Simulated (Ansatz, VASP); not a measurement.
# SnO in VASP and in Ansatz

```
Sn O
1.0
     3.80200   -0.05703   -0.05703
    -0.05703    3.80200   -0.05703
    -0.07254   -0.07254    4.83600
Sn O
2 2
Cartesian
  -0.0458 1.8837 1.1249
  1.8458 -0.0838 3.6541
  0.0000 0.0000 0.0000
  1.8725 1.8725 -0.0570
```

Change from the starting cell: equal xy, yz and zx shear strains of -3 %.

Alike in both runs: task single point; functional PBEsol; k mesh 8 × 8 × 6; occupations fermi-dirac, width 0.01 eV; no spin polarisation.

|  | VASP | Ansatz |
| --- | --- | --- |
| version | VASP 6.6.1 | Ansatz 0.2.0 |
| potentials or method | VASP PAW PBE potentials, release 64 (Sn_d, O), cutoff 520 eV | all-electron LAPW, scalar-relativistic |

Ansatz gave:

```
pressure (GPa)                                                : 0.2
traceless stress, the component that is largest in VASP (GPa) : 2.55
rms of the force components (eV/Å)                            : 0.124
```

Task: Estimate VASP's values.

Result: Pressure (GPa): 0.5; traceless stress, the component that is largest in VASP (GPa): 2.54; rms of the force components (eV/Å): 0.144.

VASP's potentials were made for PBE, not for PBEsol. Atom by atom the forces differ by 0.037 eV/Å (rms over components). Ansatz ran all-electron here, and VASP with PAW potentials.
